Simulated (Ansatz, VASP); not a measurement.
**Two plane-wave programs on CdS**

Contents of INCAR:

```
PREC     = Accurate       # precision mode
ENCUT    = 540            # plane-wave cutoff, eV
EDIFF    = 1E-6           # SCF threshold, eV
ISMEAR   = 0              # smearing method
SIGMA    = 0.01           # smearing width, eV
LREAL    = F              # projectors in reciprocal space
LASPH    = T              # aspherical terms in the spheres
NELM     = 120            # most SCF steps
ALGO     = Normal         # electronic algorithm
ISIF     = 2              # what is computed and relaxed
LWAVE    = F              # write WAVECAR
LCHARG   = F              # write CHGCAR
GGA      = PS             # functional
NBANDS   = 34             # bands
GGA_COMPAT= F
```

The input KPOINTS:

```
regular mesh
0
Gamma
  9 9 4
```

The input POSCAR:

```
CdS
1.0
    4.1370000000      0.0000000000      0.0000000000
   -2.0685000000      3.5827470955      0.0000000000
    0.0000000000      0.0000000000      6.7160000000
Cd S
2 2
Direct
    0.3333333333      0.6666666667     -0.0553523530
    0.6666666667      0.3333333333      0.4446476470
    0.3333333333      0.6666666667      0.4323523530
    0.6666666667      0.3333333333      0.9323523530
```

Input for Ansatz:

```yaml
crystal:
  lattice:
    - [4.137, 0.0, 0.0]
    - [-2.0685, 3.5827470955, 0.0]
    - [0.0, 0.0, 6.716]
  atoms:
    - { symbol: Cd, position: [0.3333333333, 0.6666666667, -0.055352353] }
    - { symbol: Cd, position: [0.6666666667, 0.3333333333, 0.444647647] }
    - { symbol: S, position: [0.3333333333, 0.6666666667, 0.432352353] }
    - { symbol: S, position: [0.6666666667, 0.3333333333, 0.932352353] }
basis:
  ecutwfc: 420
  xc_grid: 2
kpoints:
  mp_grid: { grid: [9, 9, 4] }
hamiltonian:
  xc: pbesol
  pseudopotentials: { kind: paw, azcp: { folder: soft_1 } }
scf:
  occupations: { method: fixed }
output:
  forces: true
  stress: true
  eigenvalues: true
  polarization: {}
```

Change from the starting cell: polar distortion scaled by 0.10.

Alike in both runs: task single point; functional PBEsol; k mesh 9 × 9 × 4; no spin polarisation.

```csv
,VASP,Ansatz
version,VASP 6.6.1,Ansatz 0.2.0
potentials or method,"VASP PAW PBE potentials, release 64 (Cd_sv_GW, S), cutoff 540 eV","scalar-relativistic, plane waves, PAW"
occupations,"gaussian, width 0.01 eV",fixed
valence electrons in the cell,52,52
```

|  | VASP | Ansatz | Ansatz less VASP |
| --- | --- | --- | --- |
| gap on the k mesh at the Fermi level (eV) | 1.33 | 1.34 | +0.003 |
| least direct gap on the mesh (eV) | 1.33 | 1.34 | +0.003 |
| pressure (GPa) | 2.3 | 3.3 | +0.96 |
| traceless stress, the component that is largest in VASP (GPa) | -6.26 | -6.26 | -0.002 |
| rms of the force components (eV/Å) | 0.100 | 0.100 | +0.0002 |

VASP's potentials were made for PBE, not for PBEsol, and Ansatz warns of the same on its side. Atom by atom the forces differ by 0.000 eV/Å (rms over components).
